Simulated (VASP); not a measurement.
# CoSi16 (a cell with a defect) in VASP: single point with PBEsol

Aim: the single point of CoSi16 (a cell with a defect) with PBEsol.

Program: VASP 6.6.1. These are calculated values, not measurements. Logs are shortened: lines on timing, memory, paths and dates and some standing lists are left out, and cuts for length are marked.

## 1. The cell of the first run

The cell holds a defect, 17 atoms: a = 7.685 Å, b = 7.685 Å, c = 7.685 Å, α = 60.00°, β = 60.00°, γ = 60.00°.

## 2. Single point, PBEsol, collinear spin, ferromagnetic start (with an interstitial atom, then relaxed in part)

INCAR

```
ALGO = Normal ; EDIFF = 1E-6
ENCUT = 520 ; GGA = PS
ISIF = 2 ; ISMEAR = 0
ISPIN = 2 ; LASPH = T
LCHARG = F ; LMAXMIX = 4
LORBIT = 11 ; LREAL = Auto
LWAVE = F ; MAGMOM = 0 0 0 0 0 0 0 0 0 0 0 0 0 0 0 0 3
NBANDS = 54 ; NELM = 150
PREC = Accurate ; SIGMA = 0.02
```

KPOINTS

```
k-points
0
Gamma
  3 3 3
```

POSCAR

```
CoSi16
1.0
    0.0000000000      5.4338342048     -5.4338342048
    5.4338342048      5.4338342048      0.0000000000
    5.4338342048      0.0000000000     -5.4338342048
Si Co
16 1
Direct
    0.1276404423      0.1290358896      0.1263636409
    0.1275449405      0.6186189487      0.1259143091
    0.6168172670      0.1289701820      0.1261709449
    0.6262351614      0.6276441759      0.1196259172
    0.1217026474      0.1224583252      0.6338974978
    0.1227639448      0.6279308022      0.6217942913
    0.6264507026      0.1248290688      0.6217072951
    0.6266787989      0.6277897546      0.6219583398
    0.2495182860      0.7529170771      0.2459674667
    0.2453726032      0.2473903955      0.2615994241
    0.7511890224      0.7528921185      0.2461256677
    0.7513360149      0.2510327520      0.2458392783
    0.2504752937      0.7464695437      0.7517388547
    0.2502803932      0.2516936189      0.7522629802
    0.7500147683      0.7520569692      0.7471226946
    0.7454953265      0.2515235437      0.7521533246
   -0.0056315503     -0.0039970238      0.0153908127
```

Potentials or basis: VASP PAW PBE potentials, release 64 (Si, Co).

On the command line:

```bash
$ cat potpaw_PBE.64/Si/POTCAR potpaw_PBE.64/Co/POTCAR > POTCAR
$ mpirun -np 1 vasp_std > vasp.out
```

OUTCAR:

```text
EDIFF = 1E-6
   ENCUT = 520
   GGA = PS
   ISIF = 2
   ISMEAR = 0
   ISPIN = 2
   LASPH = T
   LORBIT = 11
   LREAL = Auto
   NELM = 150
   PREC = Accurate

 ion  position               nearest neighbor table
   1  0.128  0.129  0.126-  10 2.33  14 2.35   9 2.36  12 2.36  17 2.37
   2  0.128  0.619  0.126-  10 2.33  13 2.35   9 2.36  11 2.36  17 2.37
   3  0.617  0.129  0.126-  10 2.33  16 2.35  11 2.36  12 2.36  17 2.37
   4  0.626  0.628  0.120-  15 2.34  12 2.36  11 2.36   9 2.36
   5  0.122  0.122  0.634-  10 2.34  13 2.36  14 2.36  16 2.36  17 2.39
   6  0.123  0.628  0.622-  15 2.34   9 2.36  13 2.36  14 2.36
   7  0.626  0.125  0.622-  15 2.34  12 2.36  14 2.36  16 2.36
   8  0.627  0.628  0.622-  15 2.34  11 2.36  13 2.36  16 2.36
   9  0.250  0.753  0.246-   6 2.36   1 2.36   2 2.36   4 2.36  17 2.64
  10  0.245  0.247  0.262-   2 2.33   1 2.33   3 2.33   5 2.34
  11  0.751  0.753  0.246-   8 2.36   3 2.36   2 2.36   4 2.36  17 2.64
  12  0.751  0.251  0.246-   7 2.36   3 2.36   1 2.36   4 2.36  17 2.64
  13  0.250  0.746  0.752-   2 2.35   5 2.36   6 2.36   8 2.36  17 2.79
  14  0.250  0.252  0.752-   1 2.35   7 2.36   5 2.36   6 2.36  17 2.78
  15  0.750  0.752  0.747-   4 2.34   6 2.34   8 2.34   7 2.34
  16  0.745  0.252  0.752-   3 2.35   7 2.36   5 2.36   8 2.36  17 2.78
  17  0.994  0.996  0.015-   1 2.37   2 2.37   3 2.37   5 2.39  12 2.64   9 2.64  11 2.64  14 2.78
                            16 2.78  13 2.79

  LATTYP: Found a face centered cubic cell.
 ALAT       =    10.8676684096

  Lattice vectors:

 A1 = (   0.0000000000,   5.4338342048,  -5.4338342048)
 A2 = (   5.4338342048,   5.4338342048,   0.0000000000)
 A3 = (   5.4338342048,   0.0000000000,  -5.4338342048)

Analysis of symmetry for initial positions (statically):
=====================================================================
 Subroutine PRICEL returns:
 Original cell was already a primitive cell.

 Routine SETGRP: Setting up the symmetry group for a
 face centered cubic supercell.

 Subroutine GETGRP returns: Found  1 space group operations
 (whereof  1 operations were pure point group operations)
 out of a pool of 48 trial point group operations.

The static configuration has the point symmetry C_1 .

Analysis of symmetry for dynamics (positions and initial velocities):
=====================================================================
 Subroutine PRICEL returns:
 Original cell was already a primitive cell.

 Routine SETGRP: Setting up the symmetry group for a
 face centered cubic supercell.

 Subroutine GETGRP returns: Found  1 space group operations
 (whereof  1 operations were pure point group operations)
 out of a pool of 48 trial point group operations.

The dynamic configuration has the point symmetry C_1 .

Analysis of structural, dynamic, and magnetic symmetry:
=====================================================================
 Subroutine PRICEL returns:
 Original cell was already a primitive cell.

 Routine SETGRP: Setting up the symmetry group for a
 face centered cubic supercell.

 Subroutine GETGRP returns: Found  1 space group operations
 (whereof  1 operations were pure point group operations)
 out of a pool of 48 trial point group operations.

The overall configuration has the point symmetry C_1 .

 Subroutine INISYM returns: Found  1 space group operations
 (whereof  1 operations are pure point group operations),
 and found     1 'primitive' translations

----------------------------------------------------------------------------------------

                                     Primitive cell

  volume of cell :     320.8848

  direct lattice vectors                    reciprocal lattice vectors
     0.000000000  5.433834205 -5.433834205    -0.092016057  0.092016057 -0.092016057
     5.433834205  5.433834205  0.000000000     0.092016057  0.092016057  0.092016057
     5.433834205  0.000000000 -5.433834205     0.092016057 -0.092016057 -0.092016057

  length of vectors
     7.684602028  7.684602028  7.684602028     0.159376486  0.159376486  0.159376486

  position of ions in fractional coordinates (direct lattice)
     0.127640442  0.129035890  0.126363641
     0.127544941  0.618618949  0.125914309
     0.616817267  0.128970182  0.126170945
     0.626235161  0.627644176  0.119625917
     0.121702647  0.122458325  0.633897498
     0.122763945  0.627930802  0.621794291
[... 9 lines left out ...]
     0.745495326  0.251523544  0.752153325
[... 72 lines left out ...]
 SYSTEM =  unknown system
   PREC   = accura    normal or accurate (medium, high low for compatibility)
   ISTART =      0    job   : 0-new  1-cont  2-samecut
   ICHARG =      2    charge: 1-file 2-atom 10-const
   ISPIN  =      2    spin polarized calculation?
   LNONCOLLINEAR =      F non collinear calculations
   LSORBIT =      F    spin-orbit coupling
   LASPH  =      T    aspherical Exc in radial PAW
   ENCUT  =  520.0 eV  38.22 Ry    6.18 a.u.  14.29 14.29 14.29*2*pi/ulx,y,z
   NELM   =    150;   NELMIN=  2; NELMDL= -5     # of ELM steps
   EDIFF  = 0.1E-05   stopping-criterion for ELM
   LREAL  =      T    real-space projection
   EDIFFG = 0.1E-04   stopping-criterion for IOM
   NSW    =      0    number of steps for IOM
   IBRION =     -1    ionic relax: 0-MD 1-quasi-New 2-CG
   NFREE  =      0    steps in history (QN), initial steepest desc. (CG)
   ISIF   =      2    stress and relaxation
   ISYM   =      2    0-nonsym 1-usesym 2-fastsym
   POTIM  = 0.5000    time-step for ionic-motion
   TEBEG  =    0.0;   TEEND  =   0.0 temperature during run
   PSTRESS=    0.0 pullay stress
   NELECT =      73.0000    total number of electrons
   NUPDOWN=      -1.0000    fix difference up-down
   EMIN   =  10.00;   EMAX   =-10.00  energy-range for DOS
   EFERMI =   0.00;   METHOD = LEGACY
   ISMEAR =     0;   SIGMA  =   0.02  broadening in eV -4-tet -1-fermi 0-gaus
   EFERMI_NEDOS =   21; number of points for ismear=-14 and -15
   IALGO  =     38    algorithm
   IMIX   =      4    mixing-type and parameters
     AMIX     =   0.40;   BMIX     =  1.00
     AMIX_MAG =   1.60;   BMIX_MAG =  1.00
  volume/ion in A,a.u.               =      18.88       127.38
  Fermi-wavevector in a.u.,A,eV,Ry     =   0.999385  1.888563 13.589090  0.998770
  Thomas-Fermi vector in A             =   2.131671
   LORBIT       =     11    0 simple, 1 ext, 2 COOP (PROOUT), +10 PAW based schemes
   GGA     = PS    functional components
   LHFCALC =     F    Hartree Fock is set to
   AEXX    =    0.0000 exact exchange contribution
   IVDW    =     0    specifies the selected vdW correction
   LEPSILON=     F    determine dielectric tensor
   LRPA    =     F    only Hartree local field effects (RPA)
 spin polarized calculation
 Gauss-broadening in eV      SIGMA  =   0.02
  energy-cutoff  :      520.00
  volume of cell :      320.88
 maximum number of plane-waves:      8657
 NGX is ok and might be reduce to    60
   NGX = 29   NGY = 29   NGZ = 29

 number of electron      73.0000000 magnetization       1.0745755

 Free energy of the ion-electron system (eV)
  ---------------------------------------------------
  ext. energy  EPLUGINS =         0.00000000
  ---------------------------------------------------
  free energy    TOTEN  =       -98.62416014 eV

  energy without entropy =      -98.62345256  energy(sigma->0) =      -98.62380635

 E-fermi :   6.4625     XC(G=0):  -9.8240

 val. band max:        6.4262681017   @ k =   0.3333   0.3333   0.3333
 cond. band min:       6.4700149805   @ k =   0.0000   0.0000   0.3333
 fundamental gap:      0.0437468788
 Fermi energy:         6.4625304738

 spin component 1

 k-point     1 :       0.0000    0.0000    0.0000
  band No.  band energies     occupation
      1      -5.9817      1.00000
      2      -3.6088      1.00000
      3      -3.6073      1.00000
      4      -3.5975      1.00000
      5      -3.5788      1.00000
      6      -2.0096      1.00000
[... 703 lines left out ...]
     47       9.6099      0.00000
     48       9.7055      0.00000
 Fermi energy:         6.4625304738

 spin component 2

 k-point     1 :       0.0000    0.0000    0.0000
  band No.  band energies     occupation
      1      -5.9598      1.00000
      2      -3.5818      1.00000
      3      -3.5802      1.00000
      4      -3.5756      1.00000
      5      -3.5541      1.00000
      6      -1.9993      1.00000
[... 703 lines left out ...]
     47       9.6320      0.00000
     48       9.7197      0.00000
 [bands above 48 left out]

------------------------ aborting loop because EDIFF is reached ----------------------------------------

  FORCE on cell =-STRESS in cart. coord.  units (eV):
  Direction    XX          YY          ZZ          XY          YZ          ZX
  --------------------------------------------------------------------------------------
  -------------------------------------------------------------------------------------
  Total       -0.9857948     -1.0151106     -1.0079602     -0.0075355      0.0294627     -0.0275333
  in kB       -4.9220718     -5.0684458     -5.0327439     -0.0376249      0.1471073     -0.1374736
  external PRESSURE =      -5.0077538 kB  Pullay stress =       0.0000000 kB

 VOLUME and BASIS-vectors are now :
 -----------------------------------------------------------------------------
  energy-cutoff  :      520.00
  volume of cell :      320.88
      direct lattice vectors                 reciprocal lattice vectors
     0.000000000  5.433834205 -5.433834205    -0.092016057  0.092016057 -0.092016057
     5.433834205  5.433834205  0.000000000     0.092016057  0.092016057  0.092016057
     5.433834205  0.000000000 -5.433834205     0.092016057 -0.092016057 -0.092016057

 POSITION                                       TOTAL-FORCE (eV/Angst)
 -----------------------------------------------------------------------------------
      1.38780      1.39474     -1.38022         0.014614      0.005299     -0.006790
      4.04567      4.05453     -1.37726         0.001265     -0.007702     -0.003781
      1.38639      4.05249     -4.03727         0.018114     -0.012121      0.007558
      4.06054      6.81337     -4.05289        -0.001752      0.001466      0.004102
      4.10991      1.32673     -4.10581         0.000327      0.002466      0.007699
      6.79080      4.07915     -4.04581        -0.002021      0.003676     -0.004650
[... 9 lines left out ...]
      5.45381      5.41764     -8.13797        -0.005276      0.012263      0.000633
      5.49575     10.81535     -5.48686         0.000855     -0.001142      0.002200
 -----------------------------------------------------------------------------------
    total drift:                                0.004492      0.000075     -0.001922

  FREE ENERGIE OF THE ION-ELECTRON SYSTEM (eV)
  ---------------------------------------------------
  free  energy   TOTEN  =       -98.6241601393 eV

  energy  without entropy=      -98.6234525590  energy(sigma->0) =      -98.62380635

 total charge

# of ion       s       p       d       tot
------------------------------------------
    1        0.742   0.949   0.000   1.692
    2        0.742   0.949   0.000   1.692
    3        0.742   0.949   0.000   1.692
    4        0.756   0.922   0.000   1.678
    5        0.742   0.949   0.000   1.691
    6        0.754   0.927   0.000   1.681
[... 9 lines left out ...]
   16        0.748   0.928   0.000   1.676
   17        0.368   0.408   7.569   8.345
--------------------------------------------------
tot         12.342  15.351   7.569  35.262

 magnetization (x)

# of ion       s       p       d       tot
------------------------------------------
    1        0.000   0.020   0.000   0.021
    2        0.000   0.021   0.000   0.021
    3        0.000   0.020   0.000   0.020
    4       -0.001   0.011   0.000   0.011
    5       -0.001   0.022   0.000   0.021
    6        0.000   0.008   0.000   0.008
[... 9 lines left out ...]
   16        0.001   0.009   0.000   0.009
   17        0.001   0.002   0.783   0.786
--------------------------------------------------
tot          0.003   0.172   0.783   0.958
```

Run time: 9.2 min. Hardware: 1 thread of Intel Xeon 6975P-C (Granite Rapids), shared host; peak memory 0.79 GiB.

Results:

| Quantity | Value |
| --- | --- |
| Free energy | -98.6242 eV |
| Pressure | -0.5 GPa |
| Largest force | 0.023 eV/Å |
| Net moment | 1.07 μB per cell |
| Site moments | Si +0.02, +0.01, +0.00 (each value once); Co +0.79 μB |
| Valence electrons inside the program's atomic spheres | Si 1.69, 1.68, 1.70 (each value once); Co 8.35 |

Forces on the atoms (eV/Å):
```
Si   0.015  0.005 -0.007
Si   0.001 -0.008 -0.004
Si   0.018 -0.012  0.008
Si  -0.002  0.001  0.004
Si   0.000  0.002  0.008
Si  -0.002  0.004 -0.005
Si  -0.006 -0.001 -0.002
Si  -0.002 -0.002  0.001
Si  -0.003 -0.003 -0.005
Si  -0.009  0.005 -0.001
Si  -0.007 -0.003 -0.004
Si   0.002 -0.002 -0.005
Si   0.005  0.005  0.001
Si  -0.004 -0.003  0.008
Si  -0.003  0.000  0.000
Si  -0.005  0.012  0.001
Co   0.001 -0.001  0.002
```

Caveat: the cell differs from its parent crystal (with an interstitial atom, then relaxed in part); the PAW data sets were made with another functional, which shifts forces and pressure a little.
